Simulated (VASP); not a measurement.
# MgO (lda) (I4/mmm) in VASP: notebook, part 2 of 2

VASP 6.6.1. The steps go on from the part before.

## Step 4: Single point, LDA (strained cell)

The input, INCAR:

```
SYSTEM = MgO
PREC = Accurate
ENCUT = 600
EDIFF = 1E-6
ISMEAR = 0
SIGMA = 0.02
LREAL = .FALSE.
LASPH = .TRUE.
NELM = 120
ALGO = Normal
ISIF = 2
LWAVE = .FALSE.
LCHARG = .TRUE.
GGA = CA
LELF = .TRUE.
LVHAR = .TRUE.
NBANDS = 11
GGA_COMPAT = .FALSE.
```

The input, KPOINTS:

```
regular mesh
0
G
  8 8 8
  0 0 0
```

The input, POSCAR:

```
MgO
1.0
    0.0000000000      2.0595237678      2.0929403819
    2.0595237678      0.0000000000      2.0929403819
    2.0595237678      2.0595237678      0.0000000000
Mg O
1 1
Direct
    0.0000000000      0.0000000000      0.0000000000
    0.5000000000      0.5000000000      0.5000000000
```

Potentials or basis: VASP PAW LDA potentials, release 64 (Mg, O).

On the command line:

```
> cat potpaw_LDA.64/Mg/POTCAR potpaw_LDA.64/O/POTCAR > POTCAR
> mpirun -np 1 vasp_std > vasp.out
```

OUTCAR:

```text
SYSTEM = MgO
   PREC = Accurate
   ENCUT = 600
   EDIFF = 1E-6
   ISMEAR = 0
   LREAL = .FALSE.
   LASPH = .TRUE.
   NELM = 120
   ISIF = 2
   GGA = CA

 ion  position               nearest neighbor table
   1  0.000  0.000  0.000-   2 2.06   2 2.06   2 2.06   2 2.06   2 2.09   2 2.09
   2  0.500  0.500  0.500-   1 2.06   1 2.06   1 2.06   1 2.06   1 2.09   1 2.09

  LATTYP: Found a body centered tetragonal cell.
 ALAT       =     2.9126064445
 C/A-ratio  =     1.4371597549

  Lattice vectors:

 A1 = (  -2.0595237678,   0.0000000000,   2.0929403819)
 A2 = (   2.0595237678,   0.0000000000,   2.0929403819)
 A3 = (   0.0000000000,   2.0595237678,  -2.0929403819)

Analysis of symmetry for initial positions (statically):
=====================================================================
 Subroutine PRICEL returns:
 Original cell was already a primitive cell.

 Routine SETGRP: Setting up the symmetry group for a
 body centered tetragonal supercell.

 Subroutine GETGRP returns: Found 16 space group operations
 (whereof 16 operations were pure point group operations)
 out of a pool of 16 trial point group operations.

The static configuration has the point symmetry D_4h.

Analysis of symmetry for dynamics (positions and initial velocities):
=====================================================================
 Subroutine PRICEL returns:
 Original cell was already a primitive cell.

 Routine SETGRP: Setting up the symmetry group for a
 body centered tetragonal supercell.

 Subroutine GETGRP returns: Found 16 space group operations
 (whereof 16 operations were pure point group operations)
 out of a pool of 16 trial point group operations.

The dynamic configuration has the point symmetry D_4h.

 Subroutine INISYM returns: Found 16 space group operations
 (whereof 16 operations are pure point group operations),
 and found     1 'primitive' translations

----------------------------------------------------------------------------------------

                                     Primitive cell

  volume of cell :      17.7550

  direct lattice vectors                    reciprocal lattice vectors
     0.000000000  2.059523768  2.092940382    -0.242774571  0.242774571  0.238898348
     2.059523768  0.000000000  2.092940382     0.242774571 -0.242774571  0.238898348
     2.059523768  2.059523768  0.000000000     0.242774571  0.242774571 -0.238898348

  length of vectors
     2.936330634  2.936330634  2.912606444     0.418271928  0.418271928  0.418271928

  position of ions in fractional coordinates (direct lattice)
     0.000000000  0.000000000  0.000000000
     0.500000000  0.500000000  0.500000000

  ion indices of the primitive-cell ions
   primitive index   ion index
                 1           1
                 2           2

----------------------------------------------------------------------------------------

 KPOINTS: regular mesh

Automatic generation of k-mesh.
 Grid dimensions read from file:
 generate k-points for:    8    8    8

 Generating k-lattice:

  Cartesian coordinates                     Fractional coordinates (reciprocal lattice)
    -0.030346821  0.030346821  0.029862294     0.125000000  0.000000000  0.000000000
     0.030346821 -0.030346821  0.029862294     0.000000000  0.125000000  0.000000000
     0.030346821  0.030346821 -0.029862294     0.000000000  0.000000000  0.125000000

  Length of vectors
     0.052283991  0.052283991  0.052283991

  Shift w.r.t. Gamma in fractional coordinates (k-lattice)
     0.000000000  0.000000000  0.000000000

 Subroutine IBZKPT returns following result:
 ===========================================

 Found     59 irreducible k-points:

 Following reciprocal coordinates:
            Coordinates               Weight
  0.000000  0.000000  0.000000      1.000000
  0.125000  0.000000  0.000000      8.000000
  0.250000  0.000000  0.000000      8.000000
  0.375000  0.000000  0.000000      8.000000
  0.500000  0.000000  0.000000      4.000000
  0.125000  0.125000  0.000000      2.000000
[... 16 lines left out ...]
  0.250000  0.000000  0.125000     16.000000
  0.375000  0.000000  0.125000     16.000000
 [... further k-points ...]
   k-points           NKPTS =     59   k-points in BZ     NKDIM =     59   number of bands    NBANDS=     11
   number of dos      NEDOS =    301   number of ions     NIONS =      2
   total plane-waves  NPLWV =  13824
   dimension x,y,z NGX =    24 NGY =   24 NGZ =   24
   dimension x,y,z NGXF=    48 NGYF=   48 NGZF=   48
   ions per type =               1   1
   NGX,Y,Z   is equivalent  to a cutoff of  13.59, 13.59, 13.70 a.u.
   NGXF,Y,Z  is equivalent  to a cutoff of  27.18, 27.18, 27.40 a.u.
 SYSTEM =  MgO
   PREC   = accura    normal or accurate (medium, high low for compatibility)
   ISTART =      0    job   : 0-new  1-cont  2-samecut
   ICHARG =      2    charge: 1-file 2-atom 10-const
   ISPIN  =      1    spin polarized calculation?
   LNONCOLLINEAR =      F non collinear calculations
   LSORBIT =      F    spin-orbit coupling
   LASPH  =      T    aspherical Exc in radial PAW
   ENCUT  =  600.0 eV  44.10 Ry    6.64 a.u.   5.86  5.86  5.82*2*pi/ulx,y,z
   NELM   =    120;   NELMIN=  2; NELMDL= -5     # of ELM steps
   EDIFF  = 0.1E-05   stopping-criterion for ELM
   LREAL  =      F    real-space projection
   EDIFFG = 0.1E-04   stopping-criterion for IOM
   NSW    =      0    number of steps for IOM
   IBRION =     -1    ionic relax: 0-MD 1-quasi-New 2-CG
   NFREE  =      0    steps in history (QN), initial steepest desc. (CG)
   ISIF   =      2    stress and relaxation
   ISYM   =      2    0-nonsym 1-usesym 2-fastsym
   POTIM  = 0.5000    time-step for ionic-motion
   TEBEG  =    0.0;   TEEND  =   0.0 temperature during run
   PSTRESS=    0.0 pullay stress
   NELECT =       8.0000    total number of electrons
   NUPDOWN=      -1.0000    fix difference up-down
   EMIN   =  10.00;   EMAX   =-10.00  energy-range for DOS
   EFERMI =   0.00;   METHOD = LEGACY
   ISMEAR =     0;   SIGMA  =   0.02  broadening in eV -4-tet -1-fermi 0-gaus
   EFERMI_NEDOS =   21; number of points for ismear=-14 and -15
   IALGO  =     38    algorithm
   IMIX   =      4    mixing-type and parameters
     AMIX     =   0.40;   BMIX     =  1.00
     AMIX_MAG =   1.60;   BMIX_MAG =  1.00
  volume/ion in A,a.u.               =       8.88        59.91
  Fermi-wavevector in a.u.,A,eV,Ry     =   1.255061  2.371720 21.431583  1.575177
  Thomas-Fermi vector in A             =   2.388835
   LORBIT       =      0    0 simple, 1 ext, 2 COOP (PROOUT), +10 PAW based schemes
   GGA     = CA    functional components
   LHFCALC =     F    Hartree Fock is set to
   AEXX    =    0.0000 exact exchange contribution
   IVDW    =     0    specifies the selected vdW correction
   LEPSILON=     F    determine dielectric tensor
   LRPA    =     F    only Hartree local field effects (RPA)
 non-spin polarized calculation
 Gauss-broadening in eV      SIGMA  =   0.02
  energy-cutoff  :      600.00
  volume of cell :       17.75
 maximum number of plane-waves:       612
   NGX = 11   NGY = 11   NGZ = 11

 number of electron       7.9999999 magnetization

 Free energy of the ion-electron system (eV)
  ---------------------------------------------------
  ext. energy  EPLUGINS =         0.00000000
  ---------------------------------------------------
  free energy    TOTEN  =       -13.44641047 eV

  energy without entropy =      -13.44641047  energy(sigma->0) =      -13.44641047

 E-fermi :   3.4189     XC(G=0): -11.8391

 val. band max:        3.2959437851   @ k =   0.0000   0.0000   0.0000
 cond. band min:       8.4431363642   @ k =   0.0000   0.0000   0.0000
 fundamental gap:      5.1471925791
 Fermi energy:         3.4189190642

 k-point     1 :       0.0000    0.0000    0.0000
  band No.  band energies     occupation
      1     -14.0015      2.00000
      2       3.2642      2.00000
      3       3.2642      2.00000
      4       3.2959      2.00000
      5       8.4431      0.00000
      6      18.9626      0.00000
      7      19.1417      0.00000
      8      19.1417      0.00000
      9      23.2423      0.00000
     10      24.6812      0.00000
     11      25.2196      0.00000
[... 309 lines left out ...]
 k-point    24 :       0.3750    0.0000    0.1250
  band No.  band energies     occupation
      1     -12.8405      2.00000
      2      -0.5409      2.00000
      3       2.3468      2.00000
      4       2.5025      2.00000
      5      11.8513      0.00000
      6      15.3358      0.00000
      7      18.9911      0.00000
      8      20.3362      0.00000
      9      22.8659      0.00000
     10      26.0188      0.00000
     11      27.2232      0.00000

 [... further k-points ...]
[... 5 lines left out ...]
  --------------------------------------------------------------------------------------
  -------------------------------------------------------------------------------------
  Total        0.1930439      0.1930439     -0.2397792      0.0000000      0.0000000      0.0000000
  in kB       17.4199193     17.4199193    -21.6372272      0.0000000      0.0000000      0.0000000
  external PRESSURE =       4.4008705 kB  Pullay stress =       0.0000000 kB

 VOLUME and BASIS-vectors are now :
 -----------------------------------------------------------------------------
  energy-cutoff  :      600.00
  volume of cell :       17.75
      direct lattice vectors                 reciprocal lattice vectors
     0.000000000  2.059523768  2.092940382    -0.242774571  0.242774571  0.238898348
     2.059523768  0.000000000  2.092940382     0.242774571 -0.242774571  0.238898348
     2.059523768  2.059523768  0.000000000     0.242774571  0.242774571 -0.238898348

 POSITION                                       TOTAL-FORCE (eV/Angst)
 -----------------------------------------------------------------------------------
      0.00000      0.00000      0.00000        -0.000000      0.000000      0.000000
      2.05952      2.05952      2.09294         0.000000     -0.000000     -0.000000
 -----------------------------------------------------------------------------------
    total drift:                               -0.000000     -0.000000      0.000000

  FREE ENERGIE OF THE ION-ELECTRON SYSTEM (eV)
  ---------------------------------------------------
  free  energy   TOTEN  =       -13.4464104668 eV

  energy  without entropy=      -13.4464104668  energy(sigma->0) =      -13.44641047
```

stdout:

```text
POSCAR found type information on POSCAR MgO
 POSCAR found :  2 types and       2 ions
 scaLAPACK will be used
 LDA part: xc-table for (Slater(with rela. corr.)+CA(PZ))
 , standard interpolation
 POSCAR, INCAR and KPOINTS ok, starting setup
 FFT: planning ... GRIDC
 FFT: planning ... GRID_SOFT
 FFT: planning ... GRID
 WAVECAR not read
 entering main loop
```

Wall time 12 s (1 thread of Intel Xeon 8259CL, shared host); peak memory 0.14 GiB.

Results:

```yaml
Free_energy: -13.4464 eV
Pressure: 0.4 GPa
Band_gap_on_the_k_mesh: 5.15 eV, direct
```

Caveat: the cell differs from its parent crystal (strained cell).

## Step 5: Single point, LDA

The input, INCAR:

```
PREC     = Accurate       # precision mode
ENCUT    = 600            # plane-wave cutoff, eV
EDIFF    = 1E-6           # SCF threshold, eV
ISMEAR   = 0              # smearing method
SIGMA    = 0.01           # smearing width, eV
LREAL    = False          # projectors in reciprocal space
LASPH    = True           # aspherical terms in the spheres
NELM     = 120            # most SCF steps
ALGO     = Normal         # electronic algorithm
ISIF     = 2              # what is computed and relaxed
LWAVE    = False          # write WAVECAR
LCHARG   = False          # write CHGCAR
NBANDS   = 11             # bands
GGA_COMPAT= False
```

The input, KPOINTS:

```
Automatic mesh
0
Gamma
  8 8 8
```

POSCAR is that of step 4.

On the command line:

```
> cat potpaw_LDA.64/Mg/POTCAR potpaw_LDA.64/O/POTCAR > POTCAR
> mpirun -np 1 vasp_std > vasp.out
```

Run time: 12 s. Hardware: 1 thread of Intel Xeon 8259CL, shared host; peak memory 0.14 GiB.

It converged, with:

- Free energy: -13.4464 eV
- Pressure: 0.4 GPa
- Band gap on the k mesh: 5.15 eV, direct

Stress tensor (GPa, compression positive):
```
 1.74  0.00  0.00
 0.00  1.74  0.00
 0.00  0.00 -2.16
```

Levels at points of the mesh, in eV from the valence-band top:
```
           k point  band 1  band 2  band 3  band 4  band 5  band 6  band 7  band 8  band 9
(0.00, 0.00, 0.00)  -17.30   -0.03   -0.03    0.00    5.15   15.67   15.85   15.85   19.95
(0.50, 0.00, 0.00)  -15.81   -4.95   -0.77   -0.73    8.04   12.95   16.32   16.70   21.30
(0.50, 0.50, 0.00)  -15.55   -4.43   -1.42   -1.42    9.03   10.27   13.27   19.52   19.52
(0.50, 0.00, 0.50)  -15.50   -4.37   -1.54   -1.44    8.86   10.23   13.49   19.16   19.50
```

## Step 6: Single point, LDA

The input, INCAR:

```
ALGO = Normal
EDIFF = 1E-6
ENCUT = 600
GGA = CA
GGA_COMPAT = False
ISIF = 2
ISMEAR = 0
LASPH = True
LCHARG = True
LELF = True
LREAL = False
LVHAR = True
LWAVE = False
NBANDS = 11
NELM = 120
PREC = Accurate
SIGMA = 0.01
```

The input, KPOINTS:

```
k-points
0
Gamma
  8 8 8
```

POSCAR is that of step 5.

Potentials or basis: VASP PAW LDA potentials, release 64 (Mg, O).

On the command line:

```
> cat potpaw_LDA.64/Mg/POTCAR potpaw_LDA.64/O/POTCAR > POTCAR
> mpirun -np 1 vasp_std > vasp.out
```

Wall time 13 s (1 thread of Intel Xeon 8259CL, shared host); peak memory 0.14 GiB.

The run converged. Its results:

```yaml
Free_energy: -13.4464 eV
Pressure: 0.4 GPa
Band_gap_on_the_k_mesh: 5.15 eV, direct
```

Stress tensor (GPa, compression positive):
```
 1.74  0.00  0.00
 0.00  1.74  0.00
 0.00  0.00 -2.16
```

Levels at points of the mesh, in eV from the valence-band top:
| k point | band 2 | band 3 | band 4 | band 5 | band 6 | band 7 |
| --- | --- | --- | --- | --- | --- | --- |
| (0.00, 0.00, 0.00) | -0.03 | -0.03 | 0.00 | 5.15 | 15.67 | 15.85 |
| (0.50, 0.00, 0.00) | -4.95 | -0.77 | -0.73 | 8.04 | 12.95 | 16.32 |
| (0.50, 0.50, 0.00) | -4.43 | -1.42 | -1.42 | 9.03 | 10.27 | 13.27 |
| (0.50, 0.00, 0.50) | -4.37 | -1.54 | -1.44 | 8.86 | 10.23 | 13.49 |
